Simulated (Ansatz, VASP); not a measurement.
**BP in VASP and in Ansatz**

```xyz
2
Lattice="0.0000 2.1544 2.1544 2.1544 0.0000 2.1544 2.1544 2.1544 0.0000" Properties=species:S:1:pos:R:3 pbc="T T T"
B     0.0000    0.0000    0.0000
P     2.1544    2.1544    2.1544
```

Alike in both runs: task relaxation of cell and atoms; functional LDA; k mesh 15 × 15 × 15; occupations fermi-dirac, width 0.1 eV; no spin polarisation.

|  | VASP | Ansatz |
| --- | --- | --- |
| version | VASP 6.6.1 | Ansatz 0.2.0 |
| potentials or method | VASP PAW LDA potentials, release 64 (B, P) | PAW with Ansatz's default frozen-core files, scalar-relativistic |
| plane-wave cutoff (eV) | 500 | 420 |
| valence electrons in the cell | 8 | 8 |

|  | VASP | Ansatz | Ansatz less VASP |
| --- | --- | --- | --- |
| relaxed volume (Å³/atom) | 9.70 | 9.70 | +0.004 |
| relaxed cell length with the largest relative difference (Å) | 3.016 | 3.016 | +0.0004 |

LDA's correlation is that of Perdew and Zunger in VASP and of Perdew and Wang (1992) in Ansatz.
